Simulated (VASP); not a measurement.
CsPbCl3:

```
Pb Cs Cl
1.0
     5.60500    0.00000    0.00000
     0.00000    5.60500    0.00000
     0.00000    0.00000    5.60500
Pb Cs Cl
1 1 3
Direct
  0.50000 0.50000 0.50000
  0.00000 0.00000 0.00000
  0.50000 0.00000 0.50000
  0.00000 0.50000 0.50000
  0.50000 0.50000 0.00000
```

- Program: VASP 6.6.1
- Task: relaxation of cell and atoms
- Functional: RPBE
- Dispersion: D3(BJ)
- Potentials or basis: VASP PAW PBE potentials, release 64 (Pb_d, Cs_sv, Cl)
- Cutoff: 600 eV
- k mesh: 5 × 5 × 5
- Occupations: fermi-dirac, width 0.05 eV
- Spin: no spin polarisation

At the start: pressure -2.9 GPa; volume 35.22 Å³/atom.

Where does the relaxation end?

Over 3 steps the energy falls by 37.9 meV/atom and the volume is 31.44 Å³/atom (-10.7 %); space group Pm-3m (No. 221, to 0.05 Å).

The path:
| step | energy change (eV) | largest force (eV/Å) | pressure (GPa) | volume (Å³) |
| --- | --- | --- | --- | --- |
| 1 | 0.0000 | 0.0000 | -2.86 | 176.09 |
| 2 | -0.1820 | 0.0000 | -0.68 | 160.52 |
| 3 | -0.1896 | 0.0000 | -0.03 | 157.21 |

Final structure:
```cif
data_structure
_symmetry_space_group_name_H-M 'P 1'
_symmetry_Int_Tables_number 1
_cell_length_a 5.3970
_cell_length_b 5.3970
_cell_length_c 5.3970
_cell_angle_alpha 90.000
_cell_angle_beta 90.000
_cell_angle_gamma 90.000
_cell_volume 157.21
loop_
_atom_site_label
_atom_site_type_symbol
_atom_site_fract_x
_atom_site_fract_y
_atom_site_fract_z
_atom_site_occupancy
Pb1 Pb 0.50000 0.50000 0.50000 1
Cs1 Cs 0.00000 0.00000 0.00000 1
Cl1 Cl 0.50000 0.00000 0.50000 1
Cl2 Cl 0.00000 0.50000 0.50000 1
Cl3 Cl 0.50000 0.50000 0.00000 1
```

Caveat: the PAW data sets were made with another functional, which shifts forces and pressure a little; the volume moved by -11 % from the deposited cell, more than functionals usually miss.
